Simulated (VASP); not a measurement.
A run of VASP 6.6.1 is set up as follows.

File POSCAR:

```
B
1.0
    0.0000000000      2.0121130426      2.0121130426
    2.0121130426      0.0000000000      2.0121130426
    2.0121130426      2.0121130426      0.0000000000
B
2
Direct
    0.0000000000      0.0000000000      0.0000000000
    0.2500000000      0.2500000000      0.2500000000
```

INCAR.step1

```
PREC = Accurate
ENCUT = 520
ISMEAR = -1
SIGMA = 0.1
LREAL = F
LASPH = T
NELM = 100
NBANDS = 10
GGA = PE
ALGO = Normal
EDIFF = 1E-4
LWAVE = T
LCHARG = F
```

The input INCAR.step2:

```
PREC = Accurate
ENCUT = 520
EDIFF = 1E-6
ISMEAR = -1
SIGMA = 0.1
LREAL = F
LASPH = T
NELM = 100
ALGO = Normal
ISIF = 2
LWAVE = F
LCHARG = T
METAGGA = R2SCAN
LMIXTAU = T
LELF = T
LVHAR = T
NBANDS = 10
ISTART = 1
```

File KPOINTS:

```
Automatic mesh
0
Gamma
  14 14 14
```

Potentials or basis: VASP PAW PBE potentials, release 64 (B).

Launch:

```sh
$ cat potpaw_PBE.64/B/POTCAR > POTCAR
$ cp INCAR.step1 INCAR
$ mpirun -np 1 vasp_std > vasp.out
$ cp INCAR.step2 INCAR
$ mpirun -np 1 vasp_std > vasp.out
```

What does it give for the pressure?

4.2 GPa.

Estimate the band gap on the k mesh.

zero (band 3 reaches 8.30 eV, above the bottom of band 4 at 0.63 eV).

Caveat: the PAW data sets were made with another functional, which shifts forces and pressure a little.
